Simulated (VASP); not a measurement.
Input of a VASP 6.6.1 run:

INCAR

```
SYSTEM = Si5O
PREC     = Accurate       ! precision mode
ENCUT    = 520            ! plane-wave cutoff, eV
EDIFF    = 1E-6           ! SCF threshold, eV
ISMEAR   = 0              ! smearing method
SIGMA    = 0.1            ! smearing width, eV
LREAL    = .FALSE.        ! projectors in reciprocal space
LASPH    = .TRUE.         ! aspherical terms in the spheres
NELM     = 60             ! most SCF steps
ALGO     = Normal         ! electronic algorithm
ISIF     = 2              ! what is computed and relaxed
LWAVE    = .FALSE.        ! write WAVECAR
LCHARG   = .TRUE.         ! write CHGCAR
GGA      = PE             ! functional
LELF     = .TRUE.         ! ELF
LVHAR    = .TRUE.       
NBANDS   = 22             ! bands
```

The input KPOINTS:

```
regular mesh
0
G
  6 6 2
  0 0 0
```

Contents of POSCAR:

```
Si5O
1.0
    2.6645594000      0.0000000000      0.0000000000
   -1.3322797000      2.3075761300      0.0000000000
    0.0000000000      0.0000000000     12.9517325400
Si O
5 1
Direct
    0.6666666700      0.3333333300      0.8353336500
    0.0000000000      0.0000000000      0.6676422400
    0.6666666700      0.3333333300      0.5000000000
    0.0000000000      0.0000000000      0.3323577600
    0.6666666700      0.3333333300      0.1646663500
    0.0000000000      0.0000000000      0.0000000000
```

Potentials or basis: VASP PAW PBE potentials, release 64 (Si, O).

Command:

```sh
$ cat potpaw_PBE.64/Si/POTCAR potpaw_PBE.64/O/POTCAR > POTCAR
$ mpirun -np 1 vasp_std > vasp.out
```

Estimate the band gap on the k mesh.

zero (bands 13 and 14 overlap by 8.07 eV).

What does it give for the pressure?

-2.1 GPa.

Estimate the largest force.

2.311 eV/Å.

Forces in eV/Å, atoms in the order of the input:
```
Si   0.000  0.000  2.311
Si   0.000  0.000 -0.224
Si   0.000  0.000  0.000
Si   0.000  0.000  0.224
Si   0.000  0.000 -2.311
O    0.000  0.000  0.000
```

Caveat: the k points lie up to 0.45 Å⁻¹ apart, too coarse for converged energies and pressures of a metal; forces of over 1 eV/Å act on the atoms, so gaps and moduli don't describe the material at rest.
